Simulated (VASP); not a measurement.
Runs of VASP 6.6.1 on Si. The structure is that of space group I4_1/amd (No. 141), or close to it. The cells are those of the table. 

```tsv
cell	gap on the mesh (eV)	pressure (GPa)
a = 3.637 Å, angles 97.8, 97.8, 136.8°, 2 atoms	none	(a)
a = 3.483 Å, angles 97.8, 97.8, 136.8°, 2 atoms	none	19.4
a = 3.577 Å, angles 97.8, 97.8, 136.8°, 2 atoms	none	(b)
a = 3.515 Å, angles 97.8, 97.8, 136.8°, 2 atoms	none	14.5
a = 3.724 Å, angles 97.8, 97.8, 136.8°, 2 atoms	none	-6.2
```

Alike in all rows: task single point; level PBE; potentials or basis VASP PAW PBE potentials, release 64 (Si); no spin polarisation; k mesh 12 × 12 × 12; cutoff (eV) 520; smearing methfessel-paxton 0.15 eV.

Q: Estimate the missing entries.

A: (a) 0.4; (b) 6.5.

Caveats: the cell stands under pressure (at least some runs); the cell stands under tension (at least some runs).

A gap of «none» marks levels without a gap at the run's occupations.
